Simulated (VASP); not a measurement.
# YMnI5 (P4/mmm) in VASP: notebook

Runs on YMnI5. Level: PBE. Tasks: single point, relaxation of cell and atoms.

All numbers are computed with VASP 6.6.1; they aren't measurements. Logs are shortened: lines on timing, memory, paths and dates and some standing lists are left out, and cuts for length are marked.

### 1 The cell of the first run

It takes space group P4/mmm (No. 123, tetragonal). Conventional cell: a = 5.174 Å, b = 5.174 Å, c = 8.830 Å, α = 90.00°, β = 90.00°, γ = 90.00°. Within 4.8 Å of Y (site symmetry 4/mmm) lie 12 I at 3.66 Å and 2 Mn at 4.41 Å. Within 4.2 Å of Mn (site symmetry 4/mmm) lie 8 I at 3.17 Å. Within 4.2 Å of I (site symmetry 2mm) lie 2 Mn at 3.17 Å and 7 I at 3.65 to 3.66 Å and 2 Y at 3.66 Å. Within 4.8 Å of I (site symmetry 4/mmm) lie 4 Y at 3.66 Å and 8 I at 3.66 Å.

The cell was generated, and may not be a known phase.

### 2 Single point, PBE, collinear spin, ferromagnetic start

Input file INCAR:

```
PREC = Accurate
ENCUT = 520
EDIFF = 1E-6
ISMEAR = 0
SIGMA = 0.1
LREAL = F
LASPH = T
NELM = 150
ALGO = Normal
ISIF = 2
LWAVE = F
LCHARG = F
ISPIN = 2
MAGMOM = 0 4.98 0 0 0 0 0
LORBIT = 11
LMAXMIX = 4
GGA = PE
NBANDS = 42
KPAR = 4
```

Input file KPOINTS:

```
regular mesh
0
Gamma
  8 8 4
```

Input file POSCAR:

```
YMnI5
1.0
    5.1740789786      0.0000000000      0.0000000000
    0.0000000000      5.1740789786      0.0000000000
    0.0000000000      0.0000000000      8.8299294966
Y Mn I
1 1 5
Direct
    0.0000000000      0.0000000000      0.0000000000
    0.0000000000      0.0000000000      0.5000000000
    0.0000000000      0.5000000000      0.2934338140
    0.0000000000      0.5000000000      0.7065661860
    0.5000000000      0.0000000000      0.7065661860
    0.5000000000      0.0000000000      0.2934338140
    0.5000000000      0.5000000000      0.0000000000
```

Potentials or basis: VASP PAW PBE potentials, release 64 (Y_sv, Mn_pv, I).

Run with:

```bash
> cat potpaw_PBE.64/Y_sv/POTCAR potpaw_PBE.64/Mn_pv/POTCAR potpaw_PBE.64/I/POTCAR > POTCAR
> mpirun -np 4 vasp_std > vasp.out
```

OUTCAR:

```text
PREC = Accurate
   ENCUT = 520
   EDIFF = 1E-6
   ISMEAR = 0
   LREAL = F
   LASPH = T
   NELM = 150
   ISIF = 2
   ISPIN = 2
   LORBIT = 11
   GGA = PE

 ion  position               nearest neighbor table
   1  0.000  0.000  0.000-   7 3.66   7 3.66   7 3.66   7 3.66   3 3.66   3 3.66   4 3.66   4 3.66
                             5 3.66   6 3.66   5 3.66   6 3.66
   2  0.000  0.000  0.500-   3 3.17   4 3.17   5 3.17   6 3.17   3 3.17   4 3.17   5 3.17   6 3.17

   3  0.000  0.500  0.293-   2 3.17   2 3.17   1 3.66   1 3.66
   4  0.000  0.500  0.707-   2 3.17   2 3.17   1 3.66   1 3.66
   5  0.500  0.000  0.707-   2 3.17   2 3.17   1 3.66   1 3.66
   6  0.500  0.000  0.293-   2 3.17   2 3.17   1 3.66   1 3.66
   7  0.500  0.500  0.000-   1 3.66   1 3.66   1 3.66   1 3.66

  LATTYP: Found a simple tetragonal cell.
 ALAT       =     5.1740789786
 C/A-ratio  =     1.7065702965

  Lattice vectors:

 A1 = (   5.1740789786,   0.0000000000,   0.0000000000)
 A2 = (   0.0000000000,   5.1740789786,   0.0000000000)
 A3 = (   0.0000000000,   0.0000000000,   8.8299294966)

Analysis of symmetry for initial positions (statically):
=====================================================================
 Subroutine PRICEL returns:
 Original cell was already a primitive cell.

 Routine SETGRP: Setting up the symmetry group for a
 simple tetragonal supercell.

 Subroutine GETGRP returns: Found 16 space group operations
 (whereof 16 operations were pure point group operations)
 out of a pool of 16 trial point group operations.

The static configuration has the point symmetry D_4h.

Analysis of symmetry for dynamics (positions and initial velocities):
=====================================================================
 Subroutine PRICEL returns:
 Original cell was already a primitive cell.

 Routine SETGRP: Setting up the symmetry group for a
 simple tetragonal supercell.

 Subroutine GETGRP returns: Found 16 space group operations
 (whereof 16 operations were pure point group operations)
 out of a pool of 16 trial point group operations.

The dynamic configuration has the point symmetry D_4h.

Analysis of structural, dynamic, and magnetic symmetry:
=====================================================================
 Subroutine PRICEL returns:
 Original cell was already a primitive cell.

 Routine SETGRP: Setting up the symmetry group for a
 simple tetragonal supercell.

 Subroutine GETGRP returns: Found 16 space group operations
 (whereof 16 operations were pure point group operations)
 out of a pool of 16 trial point group operations.

The overall configuration has the point symmetry D_4h.

 Subroutine INISYM returns: Found 16 space group operations
 (whereof 16 operations are pure point group operations),
 and found     1 'primitive' translations

----------------------------------------------------------------------------------------

                                     Primitive cell

  volume of cell :     236.3869

  direct lattice vectors                    reciprocal lattice vectors
     5.174078979  0.000000000  0.000000000     0.193271112  0.000000000  0.000000000
     0.000000000  5.174078979  0.000000000     0.000000000  0.193271112  0.000000000
     0.000000000  0.000000000  8.829929497     0.000000000  0.000000000  0.113251187

  length of vectors
     5.174078979  5.174078979  8.829929497     0.193271112  0.193271112  0.113251187

  position of ions in fractional coordinates (direct lattice)
     0.000000000  0.000000000  0.000000000
     0.000000000  0.000000000  0.500000000
     0.000000000  0.500000000  0.293433814
     0.000000000  0.500000000  0.706566186
     0.500000000  0.000000000  0.706566186
     0.500000000  0.000000000  0.293433814
     0.500000000  0.500000000  0.000000000

  ion indices of the primitive-cell ions
   primitive index   ion index
                 1           1
                 2           2
                 3           3
                 4           4
                 5           5
                 6           6
                 7           7

----------------------------------------------------------------------------------------

 KPOINTS: regular mesh

Automatic generation of k-mesh.
 Grid dimensions read from file:
 generate k-points for:    8    8    4

 Generating k-lattice:

  Cartesian coordinates                     Fractional coordinates (reciprocal lattice)
     0.024158889  0.000000000  0.000000000     0.125000000  0.000000000  0.000000000
     0.000000000  0.024158889  0.000000000     0.000000000  0.125000000  0.000000000
     0.000000000  0.000000000  0.028312797     0.000000000  0.000000000  0.250000000

  Length of vectors
     0.024158889  0.024158889  0.028312797

  Shift w.r.t. Gamma in fractional coordinates (k-lattice)
     0.000000000  0.000000000  0.000000000

 Subroutine IBZKPT returns following result:
 ===========================================

 Found     45 irreducible k-points:

 Following reciprocal coordinates:
            Coordinates               Weight
  0.000000  0.000000  0.000000      1.000000
  0.125000  0.000000  0.000000      4.000000
  0.250000  0.000000  0.000000      4.000000
  0.375000  0.000000  0.000000      4.000000
  0.500000  0.000000  0.000000      2.000000
  0.125000  0.125000  0.000000      4.000000
[... 16 lines left out ...]
  0.375000  0.125000  0.250000     16.000000
  0.500000  0.125000  0.250000      8.000000
 [... further k-points ...]
   k-points           NKPTS =     45   k-points in BZ     NKDIM =     45   number of bands    NBANDS=     42
   number of dos      NEDOS =    301   number of ions     NIONS =      7
   total plane-waves  NPLWV = 112000
   dimension x,y,z NGX =    40 NGY =   40 NGZ =   70
   dimension x,y,z NGXF=    80 NGYF=   80 NGZF=  140
   ions per type =               1   1   5
   NGX,Y,Z   is equivalent  to a cutoff of  12.85, 12.85, 13.18 a.u.
   NGXF,Y,Z  is equivalent  to a cutoff of  25.70, 25.70, 26.36 a.u.
 SYSTEM =  unknown system
   PREC   = accura    normal or accurate (medium, high low for compatibility)
   ISTART =      0    job   : 0-new  1-cont  2-samecut
   ICHARG =      2    charge: 1-file 2-atom 10-const
   ISPIN  =      2    spin polarized calculation?
   LNONCOLLINEAR =      F non collinear calculations
   LSORBIT =      F    spin-orbit coupling
[... 20 lines left out ...]
   IALGO  =     38    algorithm
   IMIX   =      4    mixing-type and parameters
     AMIX     =   0.40;   BMIX     =  1.00
     AMIX_MAG =   1.60;   BMIX_MAG =  1.00
  volume/ion in A,a.u.               =      33.77       227.89
  Fermi-wavevector in a.u.,A,eV,Ry     =   1.030745  1.947825 14.455297  1.062434
  Thomas-Fermi vector in A             =   2.164858
   LORBIT       =     11    0 simple, 1 ext, 2 COOP (PROOUT), +10 PAW based schemes
   GGA     = PE    functional components
   LHFCALC =     F    Hartree Fock is set to
   AEXX    =    0.0000 exact exchange contribution
   IVDW    =     0    specifies the selected vdW correction
   LEPSILON=     F    determine dielectric tensor
   LRPA    =     F    only Hartree local field effects (RPA)
 spin polarized calculation
 Gauss-broadening in eV      SIGMA  =   0.10
  energy-cutoff  :      520.00
  volume of cell :      236.39
 maximum number of plane-waves:      6440
 NGX is ok and might be reduce to    40
   NGX = 19   NGY = 19   NGZ = 33

 number of electron      58.9999989 magnetization       5.0585891

 Free energy of the ion-electron system (eV)
  ---------------------------------------------------
  ext. energy  EPLUGINS =         0.00000000
  ---------------------------------------------------
  free energy    TOTEN  =       -24.60217696 eV

  energy without entropy =      -24.59332910  energy(sigma->0) =      -24.59775303

 E-fermi :   4.8781     XC(G=0):  -8.9821

 val. band max:        4.8740699164   @ k =   0.3750   0.3750   0.5000
 cond. band min:       4.9040382910   @ k =   0.1250   0.0000   0.0000
 fundamental gap:      0.0299683746
 Fermi energy:         4.8781316604

 spin component 1

 k-point     1 :       0.0000    0.0000    0.0000
  band No.  band energies     occupation
      1     -46.3834      1.00000
      2     -46.3622      1.00000
      3     -46.3622      1.00000
      4     -40.5326      1.00000
      5     -20.3700      1.00000
      6     -20.3699      1.00000
[... 33 lines left out ...]
     40       7.7509      0.00000
     41       8.6773      0.00000

 k-point     2 :       0.1250    0.0000    0.0000
  band No.  band energies     occupation
      1     -46.3834      1.00000
      2     -46.3622      1.00000
      3     -46.3622      1.00000
      4     -40.5326      1.00000
      5     -20.3706      1.00000
      6     -20.3699      1.00000
[... 957 lines left out ...]
     40       8.7133      0.00000
     41       9.1803      0.00000

 k-point    24 :       0.5000    0.1250    0.2500
  band No.  band energies     occupation
      1     -46.3834      1.00000
      2     -46.3622      1.00000
      3     -46.3622      1.00000
      4     -40.5325      1.00000
      5     -20.3746      1.00000
      6     -20.3701      1.00000
[... 33 lines left out ...]
     40       8.7721      0.00000
     41       9.2701      0.00000

 [... further k-points ...]

 spin component 2

 k-point     1 :       0.0000    0.0000    0.0000
  band No.  band energies     occupation
      1     -41.7470      1.00000
      2     -41.7174      1.00000
      3     -41.7174      1.00000
      4     -40.4901      1.00000
      5     -20.3188      1.00000
      6     -20.3188      1.00000
[... 33 lines left out ...]
     40       8.5316      0.00000
     41       9.1256      0.00000

 k-point     2 :       0.1250    0.0000    0.0000
  band No.  band energies     occupation
      1     -41.7469      1.00000
      2     -41.7174      1.00000
      3     -41.7174      1.00000
      4     -40.4901      1.00000
      5     -20.3195      1.00000
      6     -20.3187      1.00000
[... 957 lines left out ...]
     40       9.0292      0.00000
     41       9.5246      0.00000

 k-point    24 :       0.5000    0.1250    0.2500
  band No.  band energies     occupation
      1     -41.7469      1.00000
      2     -41.7174      1.00000
      3     -41.7174      1.00000
      4     -40.4900      1.00000
      5     -20.3234      1.00000
      6     -20.3189      1.00000
[... 33 lines left out ...]
     40       8.9192      0.00000
     41       9.5881      0.00000

 [... further k-points ...]

 [bands above 41 left out]

------------------------ aborting loop because EDIFF is reached ----------------------------------------

  FORCE on cell =-STRESS in cart. coord.  units (eV):
  Direction    XX          YY          ZZ          XY          YZ          ZX
  --------------------------------------------------------------------------------------
  -------------------------------------------------------------------------------------
  Total        0.0068943      0.0068943     -0.0339416      0.0000000      0.0000000     -0.0000000
  in kB        0.0467279      0.0467279     -0.2300489      0.0000000      0.0000000     -0.0000000
  external PRESSURE =      -0.0455310 kB  Pullay stress =       0.0000000 kB

 VOLUME and BASIS-vectors are now :
 -----------------------------------------------------------------------------
  energy-cutoff  :      520.00
  volume of cell :      236.39
      direct lattice vectors                 reciprocal lattice vectors
     5.174078979  0.000000000  0.000000000     0.193271112  0.000000000  0.000000000
     0.000000000  5.174078979  0.000000000     0.000000000  0.193271112  0.000000000
     0.000000000  0.000000000  8.829929497     0.000000000  0.000000000  0.113251187

 POSITION                                       TOTAL-FORCE (eV/Angst)
 -----------------------------------------------------------------------------------
      0.00000      0.00000      0.00000        -0.000000      0.000000     -0.000000
      0.00000      0.00000      4.41496        -0.000000      0.000000     -0.000000
      0.00000      2.58704      2.59100         0.000000      0.000000     -0.003974
      0.00000      2.58704      6.23893        -0.000000      0.000000      0.003974
      2.58704      0.00000      6.23893         0.000000     -0.000000      0.003974
      2.58704      0.00000      2.59100        -0.000000      0.000000     -0.003974
      2.58704      2.58704      0.00000        -0.000000      0.000000     -0.000000
 -----------------------------------------------------------------------------------
    total drift:                                0.000000     -0.000000      0.000000

  FREE ENERGIE OF THE ION-ELECTRON SYSTEM (eV)
  ---------------------------------------------------
  free  energy   TOTEN  =       -24.6021769576 eV

  energy  without entropy=      -24.5933290952  energy(sigma->0) =      -24.59775303

 total charge

# of ion       s       p       d       f       tot
--------------------------------------------------
    1        2.116   6.050   0.627   0.016   8.809
    2        0.176   6.078   4.917   0.000  11.172
    3        1.523   2.753   0.021   0.000   4.296
    4        1.523   2.753   0.021   0.000   4.296
    5        1.523   2.753   0.021   0.000   4.296
    6        1.523   2.753   0.021   0.000   4.296
    7        1.520   2.767   0.019   0.000   4.307
--------------------------------------------------
tot          9.904  25.908   5.646   0.016  41.473

 magnetization (x)

# of ion       s       p       d       f       tot
--------------------------------------------------
    1        0.014   0.009   0.064   0.001   0.089
    2        0.045   0.018   4.293   0.000   4.356
    3        0.005   0.030   0.002   0.000   0.038
    4        0.005   0.030   0.002   0.000   0.038
    5        0.005   0.030   0.002   0.000   0.038
    6        0.005   0.030   0.002   0.000   0.038
    7        0.001   0.017   0.001   0.000   0.019
--------------------------------------------------
tot          0.081   0.166   4.365   0.001   4.613
```

Wall time 3.3 min (4 MPI ranks of Intel Xeon 6975P-C (Granite Rapids), shared host); peak memory 0.91 GiB.

Results:

- Free energy: -24.6022 eV
- Pressure: 0.0 GPa
- Largest force: 0.004 eV/Å
- Net moment: 5.06 μB per cell
- Site moments: Y +0.09; Mn +4.36; I +0.04, +0.02 (each value once) μB
- Valence electrons inside the program's atomic spheres: Y 8.81; Mn 11.17; I 4.30, 4.31 (each value once)

Forces in eV/Å, atoms in the order of the input:
```
Y    0.000  0.000  0.000
Mn   0.000  0.000  0.000
I    0.000  0.000 -0.004
I    0.000  0.000  0.004
I    0.000  0.000  0.004
I    0.000  0.000 -0.004
I    0.000  0.000  0.000
```

Caveat: spin-orbit coupling is left out, which moves the levels of the heavy elements; semilocal functionals often make such compounds metallic where correlation or magnetic order opens a gap, which also shifts bond lengths.

### 3 Relaxation of cell and atoms, PBE, collinear spin, ferromagnetic start

This run uses another cell than the first one, of 33.88 Å³/atom.

Input file INCAR:

```
ALGO     = Normal         # electronic algorithm
EDIFF    = 1E-7           # SCF threshold, eV
EDIFFG   = -0.01          # ionic threshold
ENCUT    = 600            # plane-wave cutoff, eV
GGA      = PE             # functional
IBRION   = 2              # ionic algorithm
ISIF     = 3              # what is computed and relaxed
ISMEAR   = 0              # smearing method
ISPIN    = 2              # spin polarisation
KPAR     = 4            
LASPH    = T              # aspherical terms in the spheres
LCHARG   = F              # write CHGCAR
LMAXMIX  = 4              # l up to which the mixer works
LORBIT   = 11             # projections on sites
LREAL    = F              # projectors in reciprocal space
LWAVE    = F              # write WAVECAR
MAGMOM   = 0 4.98 0 0 0 0 0 # initial moments
NELM     = 150            # most SCF steps
NSW      = 100            # ionic steps
PREC     = Accurate       # precision mode
SIGMA    = 0.1            # smearing width, eV
```

Input file KPOINTS:

```
k-points
0
Gamma
  8 8 4
```

Input file POSCAR:

```
YMnI5
1.0
    5.1630367212      0.0000000000      0.0000000000
    0.0000000000      5.1630367212      0.0000000000
    0.0000000000      0.0000000000      8.8958728581
Y Mn I
1 1 5
Direct
    0.0000000000      0.0000000000      0.0000000000
    0.0000000000      0.0000000000      0.5000000000
    0.0000000000      0.5000000000      0.2930650065
    0.0000000000      0.5000000000      0.7069349935
    0.5000000000      0.0000000000      0.7069349935
    0.5000000000      0.0000000000      0.2930650065
    0.5000000000      0.5000000000      0.0000000000
```

Potentials or basis: VASP PAW PBE potentials, release 64 (Y_sv, Mn_pv, I).

Run with:

```bash
> cat potpaw_PBE.64/Y_sv/POTCAR potpaw_PBE.64/Mn_pv/POTCAR potpaw_PBE.64/I/POTCAR > POTCAR
> mpirun -np 4 vasp_std > vasp.out
```

Run time: 10 min. Hardware: 4 MPI ranks of Intel Xeon 6975P-C (Granite Rapids), shared host; peak memory 1 GiB.

Results (log left out):

* Free energy: -24.6021 eV
* Relaxed volume: 33.77 Å³/atom
* Relaxed cell: a = 5.175 Å, b = 5.175 Å, c = 8.825 Å, α = 90.00°, β = 90.00°, γ = 90.00°
* Space group after relaxing (to 0.1 Å): P4/mmm (No. 123)
* Energy gained by relaxing: 0.4 meV/atom
* Ionic steps: 4
* Pressure after relaxing: 0.0 GPa
* Largest force after relaxing: 0.004 eV/Å
* Net moment: 5.06 μB per cell
* Site moments: Y +0.09; Mn +4.36; I +0.04, +0.02 (each value once) μB
* Valence electrons inside the program's atomic spheres: Y 8.81; Mn 11.17; I 4.30, 4.31 (each value once)

Forces on the atoms (eV/Å):
```
Y    0.000  0.000  0.000
Mn   0.000  0.000  0.000
I    0.000  0.000 -0.004
I    0.000  0.000  0.004
I    0.000  0.000  0.004
I    0.000  0.000 -0.004
I    0.000  0.000  0.000
```

The path:
```csv
step,energy change (eV),largest force (eV/Å),pressure (GPa),volume (Å³)
1,0.0000,0.0303,-0.09,237.14
2,-0.0022,0.0139,-0.01,236.49
3,-0.0028,0.0007,0.06,235.94
4,-0.0029,0.0037,-0.01,236.39
```

Final structure:
```yaml
crystal:
  lattice:
    - [5.17547, 0.00000, 0.00000]
    - [0.00000, 5.17547, 0.00000]
    - [0.00000, 0.00000, 8.82533]
  atoms:
    - { symbol: Y, position: [0.00000, 0.00000, 0.00000] }
    - { symbol: Mn, position: [0.00000, 0.00000, 0.50000] }
    - { symbol: I, position: [0.00000, 0.50000, 0.29338] }
    - { symbol: I, position: [0.00000, 0.50000, 0.70662] }
    - { symbol: I, position: [0.50000, 0.00000, 0.70662] }
    - { symbol: I, position: [0.50000, 0.00000, 0.29338] }
    - { symbol: I, position: [0.50000, 0.50000, 0.00000] }
```

Levels at points of the mesh, in eV from the Fermi level:
Spin up:
| k point | band 28 | band 29 | band 30 | band 31 | band 32 | band 33 | band 34 | band 35 | band 36 | band 37 |
| --- | --- | --- | --- | --- | --- | --- | --- | --- | --- | --- |
| (0.00, 0.00, 0.00) | -0.75 | -0.75 | -0.69 | -0.67 | -0.67 | -0.43 | 0.35 | 0.42 | 0.84 | 1.29 |
| (0.50, 0.00, 0.00) | -1.97 | -1.76 | -1.76 | -1.46 | -0.18 | 0.50 | 1.33 | 1.36 | 1.67 | 1.98 |
| (0.50, 0.50, 0.00) | -0.85 | -0.64 | -0.58 | -0.50 | -0.12 | 0.15 | 0.77 | 0.84 | 1.34 | 1.62 |
| (0.00, 0.00, 0.50) | -1.46 | -1.03 | -1.03 | -0.39 | -0.39 | 0.19 | 0.42 | 0.49 | 0.74 | 0.74 |
| (0.50, 0.00, 0.50) | -1.95 | -1.83 | -1.27 | -0.87 | -0.56 | 0.84 | 1.02 | 1.20 | 1.53 | 1.99 |
| (0.50, 0.50, 0.50) | -0.41 | -0.41 | -0.40 | -0.09 | 0.11 | 0.47 | 0.73 | 0.87 | 1.11 | 1.11 |
Spin down:
```csv
k point,band 25,band 26,band 27,band 28,band 29,band 30
"(0.00, 0.00, 0.00)",-0.71,-0.71,-0.65,-0.25,0.36,0.39
"(0.50, 0.00, 0.00)",-1.92,-1.68,-0.14,0.24,0.51,0.66
"(0.50, 0.50, 0.00)",-0.48,-0.20,-0.08,0.19,0.51,0.58
"(0.00, 0.00, 0.50)",-0.98,-0.50,-0.50,0.22,0.32,0.47
"(0.50, 0.00, 0.50)",-1.24,-0.83,-0.53,0.42,0.74,0.75
"(0.50, 0.50, 0.50)",-0.70,-0.05,0.15,0.41,0.57,0.88
```

Caveat: spin-orbit coupling is left out, which moves the levels of the heavy elements; semilocal functionals often make such compounds metallic where correlation or magnetic order opens a gap, which also shifts bond lengths.
